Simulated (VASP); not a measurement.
# WSe2 (P6_3/mmc) in VASP: further runs

WSe2 is run at these levels: PBE+D3(BJ); tasks: relaxation of cell and atoms, relaxation of shape and atoms at fixed volume.

Program: VASP 6.6.1. These are calculated values, not measurements. Logs are shortened: lines on timing, memory, paths and dates and some standing lists are left out, and cuts for length are marked.

## 1. The cell of the first run

It takes space group P6_3/mmc (No. 194, hexagonal). Conventional cell: a = 3.290 Å, b = 3.290 Å, c = 12.970 Å, α = 90.00°, β = 90.00°, γ = 120.00°. Within 3.3 Å of W (site symmetry -6m2) lie 6 Se at 2.53 Å and 6 W at 3.29 Å. Within 3.4 Å of Se (site symmetry 3m) lie 3 W at 2.53 Å and 7 Se at 3.29 to 3.35 Å.

## 2. Relaxation of cell and atoms, PBE+D3(BJ)

The input, INCAR:

```
PREC     = Accurate       # precision mode
ENCUT    = 600            # plane-wave cutoff, eV
EDIFF    = 1E-6           # SCF threshold, eV
ISMEAR   = 0              # smearing method
SIGMA    = 0.02           # smearing width, eV
LREAL    = F              # projectors in reciprocal space
LASPH    = T              # aspherical terms in the spheres
NELM     = 100            # most SCF steps
ALGO     = Normal         # electronic algorithm
ISIF     = 3              # what is computed and relaxed
LWAVE    = F              # write WAVECAR
LCHARG   = F              # write CHGCAR
GGA      = PE             # functional
IVDW     = 12             # dispersion correction
IBRION   = 2              # ionic algorithm
NSW      = 100            # ionic steps
EDIFFG   = -0.005         # ionic threshold
```

The input, KPOINTS:

```
regular mesh
0
Gamma
  12 12 2
```

The input, POSCAR:

```
WSe2
1.0
    3.2900000000      0.0000000000      0.0000000000
   -1.6450000000      2.8492235785      0.0000000000
    0.0000000000      0.0000000000     12.9700000000
W Se
2 4
Direct
    0.3333333333      0.6666666667      0.2500000000
    0.6666666667      0.3333333333      0.7500000000
    0.3333333333      0.6666666667      0.6210000000
    0.6666666667      0.3333333333      0.1210000000
    0.3333333333      0.6666666667      0.8790000000
    0.6666666667      0.3333333333      0.3790000000
```

Potentials or basis: VASP PAW PBE potentials, release 64 (W_sv, Se).

Run with:

```
> cat potpaw_PBE.64/W_sv/POTCAR potpaw_PBE.64/Se/POTCAR > POTCAR
> mpirun -np 1 vasp_std > vasp.out
```

OUTCAR:

```text
PREC = Accurate
   ENCUT = 600
   EDIFF = 1E-6
   ISMEAR = 0
   LREAL = F
   LASPH = T
   NELM = 100
   ISIF = 3
   GGA = PE
   IVDW = 12
   IBRION = 2
   NSW = 100
   EDIFFG = -0.005
 IVDW          = 12

 ion  position               nearest neighbor table
   1  0.333  0.667  0.250-   4 2.53   6 2.53   4 2.53   6 2.53   4 2.53   6 2.53
   2  0.667  0.333  0.750-   3 2.53   5 2.53   3 2.53   5 2.53   3 2.53   5 2.53
   3  0.333  0.667  0.621-   2 2.53   2 2.53   2 2.53
   4  0.667  0.333  0.121-   1 2.53   1 2.53   1 2.53
   5  0.333  0.667  0.879-   2 2.53   2 2.53   2 2.53
   6  0.667  0.333  0.379-   1 2.53   1 2.53   1 2.53

  LATTYP: Found a hexagonal cell.
 ALAT       =     3.2900000000
 C/A-ratio  =     3.9422492401

  Lattice vectors:

 A1 = (   3.2900000000,   0.0000000000,   0.0000000000)
 A2 = (  -1.6450000000,   2.8492235785,   0.0000000000)
 A3 = (   0.0000000000,   0.0000000000,  12.9700000000)

Analysis of symmetry for initial positions (statically):
=====================================================================
 Subroutine PRICEL returns:
 Original cell was already a primitive cell.

 Routine SETGRP: Setting up the symmetry group for a
 hexagonal supercell.

 Subroutine GETGRP returns: Found 24 space group operations
 (whereof 12 operations were pure point group operations)
 out of a pool of 24 trial point group operations.

The static configuration has the point symmetry D_3d.
 The point group associated with its full space group is D_6h.

Analysis of symmetry for dynamics (positions and initial velocities):
=====================================================================
 Subroutine PRICEL returns:
 Original cell was already a primitive cell.

 Routine SETGRP: Setting up the symmetry group for a
 hexagonal supercell.

 Subroutine GETGRP returns: Found 24 space group operations
 (whereof 12 operations were pure point group operations)
 out of a pool of 24 trial point group operations.

The dynamic configuration has the point symmetry D_3d.
 The point group associated with its full space group is D_6h.

 Subroutine INISYM returns: Found 24 space group operations
 (whereof 12 operations are pure point group operations),
 and found     1 'primitive' translations

----------------------------------------------------------------------------------------

                                     Primitive cell

  volume of cell :     121.5801

  direct lattice vectors                    reciprocal lattice vectors
     3.290000000  0.000000000  0.000000000     0.303951368  0.175486404  0.000000000
    -1.645000000  2.849223579  0.000000000     0.000000000  0.350972808  0.000000000
     0.000000000  0.000000000 12.970000000     0.000000000  0.000000000  0.077101002

  length of vectors
     3.290000000  3.290000000 12.970000000     0.350972808  0.350972808  0.077101002

  position of ions in fractional coordinates (direct lattice)
     0.333333333  0.666666667  0.250000000
     0.666666667  0.333333333  0.750000000
     0.333333333  0.666666667  0.621000000
     0.666666667  0.333333333  0.121000000
     0.333333333  0.666666667  0.879000000
     0.666666667  0.333333333  0.379000000

  ion indices of the primitive-cell ions
   primitive index   ion index
                 1           1
                 2           2
                 3           3
                 4           4
                 5           5
                 6           6

----------------------------------------------------------------------------------------

 KPOINTS: regular mesh

Automatic generation of k-mesh.
 Grid dimensions read from file:
 generate k-points for:   12   12    2

 Generating k-lattice:

  Cartesian coordinates                     Fractional coordinates (reciprocal lattice)
     0.025329281  0.014623867  0.000000000     0.083333333  0.000000000  0.000000000
     0.000000000  0.029247734  0.000000000     0.000000000  0.083333333  0.000000000
     0.000000000  0.000000000  0.038550501     0.000000000  0.000000000  0.500000000

  Length of vectors
     0.029247734  0.029247734  0.038550501

  Shift w.r.t. Gamma in fractional coordinates (k-lattice)
     0.000000000  0.000000000  0.000000000

 Subroutine IBZKPT returns following result:
 ===========================================

 Found     38 irreducible k-points:

 Following reciprocal coordinates:
            Coordinates               Weight
  0.000000  0.000000  0.000000      1.000000
  0.083333  0.000000  0.000000      6.000000
  0.166667  0.000000  0.000000      6.000000
  0.250000  0.000000  0.000000      6.000000
  0.333333  0.000000  0.000000      6.000000
  0.416667  0.000000  0.000000      6.000000
[... 16 lines left out ...]
  0.250000  0.000000  0.500000      6.000000
  0.333333  0.000000  0.500000      6.000000
 [... further k-points ...]
   k-points           NKPTS =     38   k-points in BZ     NKDIM =     38   number of bands    NBANDS=     31
   number of dos      NEDOS =    301   number of ions     NIONS =      6
   total plane-waves  NPLWV =  84672
   dimension x,y,z NGX =    28 NGY =   28 NGZ =  108
   dimension x,y,z NGXF=    56 NGYF=   56 NGZF=  216
   ions per type =               2   4
   NGX,Y,Z   is equivalent  to a cutoff of  14.15, 14.15, 13.84 a.u.
   NGXF,Y,Z  is equivalent  to a cutoff of  28.30, 28.30, 27.69 a.u.
 SYSTEM =  unknown system
   PREC   = accura    normal or accurate (medium, high low for compatibility)
   ISTART =      0    job   : 0-new  1-cont  2-samecut
   ICHARG =      2    charge: 1-file 2-atom 10-const
   ISPIN  =      1    spin polarized calculation?
   LNONCOLLINEAR =      F non collinear calculations
   LSORBIT =      F    spin-orbit coupling
   LASPH  =      T    aspherical Exc in radial PAW
   ENCUT  =  600.0 eV  44.10 Ry    6.64 a.u.   6.57  6.57 25.90*2*pi/ulx,y,z
   NELM   =    100;   NELMIN=  2; NELMDL= -5     # of ELM steps
   EDIFF  = 0.1E-05   stopping-criterion for ELM
   LREAL  =      F    real-space projection
   EDIFFG = -.5E-02   stopping-criterion for IOM
   NSW    =    100    number of steps for IOM
   IBRION =      2    ionic relax: 0-MD 1-quasi-New 2-CG
   NFREE  =      1    steps in history (QN), initial steepest desc. (CG)
   ISIF   =      3    stress and relaxation
   ISYM   =      2    0-nonsym 1-usesym 2-fastsym
   POTIM  = 0.5000    time-step for ionic-motion
   TEBEG  =    0.0;   TEEND  =   0.0 temperature during run
   PSTRESS=    0.0 pullay stress
   NELECT =      52.0000    total number of electrons
   NUPDOWN=      -1.0000    fix difference up-down
   EMIN   =  10.00;   EMAX   =-10.00  energy-range for DOS
   EFERMI =   0.00;   METHOD = LEGACY
   ISMEAR =     0;   SIGMA  =   0.02  broadening in eV -4-tet -1-fermi 0-gaus
   EFERMI_NEDOS =   21; number of points for ismear=-14 and -15
   IALGO  =     38    algorithm
   IMIX   =      4    mixing-type and parameters
     AMIX     =   0.40;   BMIX     =  1.00
     AMIX_MAG =   1.60;   BMIX_MAG =  1.00
  volume/ion in A,a.u.               =      20.26       136.74
  Fermi-wavevector in a.u.,A,eV,Ry     =   1.233451  2.330884 20.699914  1.521401
  Thomas-Fermi vector in A             =   2.368180
   LORBIT       =      0    0 simple, 1 ext, 2 COOP (PROOUT), +10 PAW based schemes
   GGA     = PE    functional components
   LHFCALC =     F    Hartree Fock is set to
   AEXX    =    0.0000 exact exchange contribution
   IVDW    =    12    specifies the selected vdW correction
   LEPSILON=     F    determine dielectric tensor
   LRPA    =     F    only Hartree local field effects (RPA)
 conjugate gradient relaxation of ions
 non-spin polarized calculation
 Gauss-broadening in eV      SIGMA  =   0.02
  energy-cutoff  :      600.00
  volume of cell :      121.58
 maximum number of plane-waves:      4120
 NGX is ok and might be reduce to    28
   NGX = 13   NGY = 13   NGZ = 51

--------------------------------------- Ionic step        1  -------------------------------------------

 number of electron      51.9999998 magnetization

 Free energy of the ion-electron system (eV)
  ---------------------------------------------------
  ext. energy  EPLUGINS =         0.00000000
  ---------------------------------------------------
  free energy    TOTEN  =       -43.12938474 eV

  energy without entropy =      -43.12938474  energy(sigma->0) =      -43.12938474

------------------------ aborting loop because EDIFF is reached ----------------------------------------

 Edisp (eV)   -2.79099

 E8    (eV) :    -1.2448

  FORCE on cell =-STRESS in cart. coord.  units (eV):
  Direction    XX          YY          ZZ          XY          YZ          ZX
  --------------------------------------------------------------------------------------
  -------------------------------------------------------------------------------------
  Total      -0.06860    -0.06860     0.70114     0.00000    -0.00000     0.00000
  in kB      -0.90400    -0.90400     9.23965     0.00000    -0.00000     0.00000
  external pressure =        2.48 kB  Pullay stress =        0.00 kB
[... 109 lines left out ...]
  FREE ENERGIE OF THE ION-ELECTRON SYSTEM (eV)
  ---------------------------------------------------
  free  energy   TOTEN  =       -45.9237747219 eV

  energy  without entropy=      -45.9237747219  energy(sigma->0) =      -45.92377472

[... ionic steps 4 to 9 ...]

--------------------------------------- Ionic step       10  -------------------------------------------

 number of electron      52.0000002 magnetization

------------------------ aborting loop because EDIFF is reached ----------------------------------------

 Edisp (eV)   -2.84668

 E8    (eV) :    -1.2697
[... 77 lines left out ...]
  energy  without entropy=      -45.9318756314  energy(sigma->0) =      -45.93187563

--------------------------------------- Ionic step       12  -------------------------------------------

 number of electron      52.0000002 magnetization

 Free energy of the ion-electron system (eV)
  ---------------------------------------------------
  ext. energy  EPLUGINS =         0.00000000
  ---------------------------------------------------
  free energy    TOTEN  =       -43.08456017 eV

  energy without entropy =      -43.08456017  energy(sigma->0) =      -43.08456017

 E-fermi :   6.7528     XC(G=0): -10.8891

 val. band max:        6.4985372471   @ k =   0.0000   0.0000   0.0000
 cond. band min:       7.3899637206   @ k =   0.1667   0.1667   0.0000
 fundamental gap:      0.8914264736
 Fermi energy:         6.7528402306

 k-point     1 :       0.0000    0.0000    0.0000
  band No.  band energies     occupation
      1     -67.8443      2.00000
      2     -67.8443      2.00000
      3     -32.0926      2.00000
      4     -32.0926      2.00000
      5     -31.9567      2.00000
      6     -31.9567      2.00000
[... 805 lines left out ...]
     30       8.4874      0.00000
     31       9.6967      0.00000

 [... further k-points ...]

------------------------ aborting loop because EDIFF is reached ----------------------------------------

 Edisp (eV)   -2.84739

 E8    (eV) :    -1.2700

  FORCE on cell =-STRESS in cart. coord.  units (eV):
  Direction    XX          YY          ZZ          XY          YZ          ZX
  --------------------------------------------------------------------------------------
  -------------------------------------------------------------------------------------
  Total       0.00731     0.00731    -0.00744    -0.00000     0.00000    -0.00000
  in kB       0.09813     0.09813    -0.09998    -0.00000     0.00000    -0.00000
  external pressure =        0.03 kB  Pullay stress =        0.00 kB
[... 21 lines left out ...]
  FREE ENERGIE OF THE ION-ELECTRON SYSTEM (eV)
  ---------------------------------------------------
  free  energy   TOTEN  =       -45.9319479306 eV

  energy  without entropy=      -45.9319479306  energy(sigma->0) =      -45.93194793

 reached required accuracy - stopping structural energy minimisation
```

It took 22 min on 1 thread of Intel Xeon Platinum 8488C (Sapphire Rapids), shared host; peak memory 0.4 GiB.

Results:

```
Free energy                           : -45.9319 eV
Relaxed volume                        : 19.88 Å³/atom
Relaxed cell                          : a = 3.281 Å, b = 3.281 Å, c = 12.798 Å, α = 90.00°, β = 90.00°, γ = 120.00°
Space group after relaxing (to 0.1 Å) : P6_3/mmc (No. 194)
Energy gained by relaxing             : 1.9 meV/atom
Ionic steps                           : 12
Pressure after relaxing               : 0.0 GPa
Band gap on the k mesh                : 0.89 eV (least direct gap 1.56 eV)
Dispersion energy per atom            : -0.475 eV
```

The path:
```tsv
step	energy change (eV)	largest force (eV/Å)	pressure (GPa)	volume (Å³)
1	0.0000	0.2216	0.25	121.58
2	-0.0002	0.1159	-1.39	122.13
3	-0.0034	0.0489	-0.59	121.86
4	-0.0060	0.0529	0.01	120.87
5	-0.0061	0.0534	0.06	120.77
6	-0.0079	0.0421	0.04	120.49
7	-0.0113	0.0081	-0.02	119.65
8	-0.0116	0.0088	-0.05	119.26
9	-0.0116	0.0065	-0.04	119.30
10	-0.0116	0.0053	-0.04	119.33
11	-0.0115	0.0256	0.15	119.20
12	-0.0116	0.0011	0.00	119.30
```

Final structure:
```cif
data_structure
_symmetry_space_group_name_H-M 'P 1'
_symmetry_Int_Tables_number 1
_cell_length_a 3.2809
_cell_length_b 3.2809
_cell_length_c 12.7978
_cell_angle_alpha 90.000
_cell_angle_beta 90.000
_cell_angle_gamma 120.000
_cell_volume 119.30
loop_
_atom_site_label
_atom_site_type_symbol
_atom_site_fract_x
_atom_site_fract_y
_atom_site_fract_z
_atom_site_occupancy
W1 W 0.33333 0.66667 0.25000 1
W2 W 0.66667 0.33333 0.75000 1
Se1 Se 0.33333 0.66667 0.61824 1
Se2 Se 0.66667 0.33333 0.11824 1
Se3 Se 0.33333 0.66667 0.88176 1
Se4 Se 0.66667 0.33333 0.38176 1
```

Caveat: spin-orbit coupling is left out, which moves the levels of the heavy elements. A hybrid or GW would open this gap; PBE tends to underestimate it.

## 3. Relaxation of shape and atoms at fixed volume, PBE+D3(BJ) (17.47 Å³/atom)

This run uses another cell than the first one, of 17.47 Å³/atom.

The input, INCAR:

```
ALGO = Normal
EDIFF = 1E-6
EDIFFG = -0.01
ENCUT = 600
GGA = PE
IBRION = 2
ISIF = 4
ISMEAR = 0
IVDW = 12
LASPH = True
LCHARG = False
LREAL = False
LWAVE = False
NELM = 80
NSW = 50
PREC = Accurate
SIGMA = 0.02
```

The input, KPOINTS:

```
k-points
0
Gamma
  9 9 2
```

The input, POSCAR:

```
WSe2
1.0
    3.1748213849      0.0000000000      0.0000000000
   -1.5874106925      2.7494759718      0.0000000000
    0.0000000000      0.0000000000     12.0046894051
W Se
2 4
Direct
    0.3333333333      0.6666666667      0.2500000000
    0.6666666667      0.3333333333      0.7500000000
    0.3333333333      0.6666666667      0.6105976787
    0.6666666667      0.3333333333      0.1105976787
    0.3333333333      0.6666666667      0.8894023213
    0.6666666667      0.3333333333      0.3894023213
```

Potentials or basis: VASP PAW PBE potentials, release 64 (W_sv, Se).

Run with:

```
> cat potpaw_PBE.64/W_sv/POTCAR potpaw_PBE.64/Se/POTCAR > POTCAR
> mpirun -np 1 vasp_std > vasp.out
```

Run time: 3.5 min. Hardware: 1 thread of Intel Xeon 6975P-C (Granite Rapids), shared host; peak memory 0.32 GiB.

The run converged. Its results:

```
Free energy                  : -45.5071 eV
Energy gained by relaxing    : 5.9 meV/atom
Ionic steps                  : 5
Pressure after relaxing      : 11.3 GPa
Largest force after relaxing : 0.004 eV/Å
Band gap on the k mesh       : 0.60 eV (least direct gap 1.24 eV)
Dispersion energy per atom   : -0.544 eV
```

Forces on the atoms (eV/Å):
```
W    0.000  0.000  0.000
W    0.000  0.000  0.000
Se   0.000  0.000 -0.004
Se   0.000  0.000 -0.004
Se   0.000  0.000  0.004
Se   0.000  0.000  0.004
```

Step by step:
| step | energy change (eV) | largest force (eV/Å) | pressure (GPa) | volume (Å³) |
| --- | --- | --- | --- | --- |
| 1 | 0.0000 | 0.6287 | 14.29 | 104.79 |
| 2 | -0.0266 | 0.1372 | 10.88 | 104.79 |
| 3 | -0.0303 | 0.0559 | 11.75 | 104.79 |
| 4 | -0.0352 | 0.0181 | 11.44 | 104.79 |
| 5 | -0.0356 | 0.0045 | 11.34 | 104.79 |

Final structure:
```cif
data_structure
_symmetry_space_group_name_H-M 'P 1'
_symmetry_Int_Tables_number 1
_cell_length_a 3.1798
_cell_length_b 3.1798
_cell_length_c 11.9672
_cell_angle_alpha 90.000
_cell_angle_beta 90.000
_cell_angle_gamma 120.000
_cell_volume 104.79
loop_
_atom_site_label
_atom_site_type_symbol
_atom_site_fract_x
_atom_site_fract_y
_atom_site_fract_z
_atom_site_occupancy
W1 W 0.33333 0.66667 0.25000 1
W2 W 0.66667 0.33333 0.75000 1
Se1 Se 0.33333 0.66667 0.60812 1
Se2 Se 0.66667 0.33333 0.10812 1
Se3 Se 0.33333 0.66667 0.89188 1
Se4 Se 0.66667 0.33333 0.39188 1
```

Levels at points of the mesh, in eV from the valence-band top:
| k point | band 22 | band 23 | band 24 | band 25 | band 26 | band 27 | band 28 | band 29 | band 30 | band 31 |
| --- | --- | --- | --- | --- | --- | --- | --- | --- | --- | --- |
| (0.00, 0.00, 0.00) | -1.62 | -1.45 | -1.45 | -0.48 | 0.00 | 2.48 | 2.48 | 2.60 | 2.60 | 2.76 |
| (0.00, 0.00, 0.50) | -1.54 | -1.54 | -1.54 | -0.12 | -0.12 | 2.55 | 2.55 | 2.55 | 2.55 | 2.92 |

Caveat: spin-orbit coupling is left out, which moves the levels of the heavy elements; an odd mesh through Γ misses points on the zone boundary, where band edges can lie.

(Part 1 of 2 ends here.)
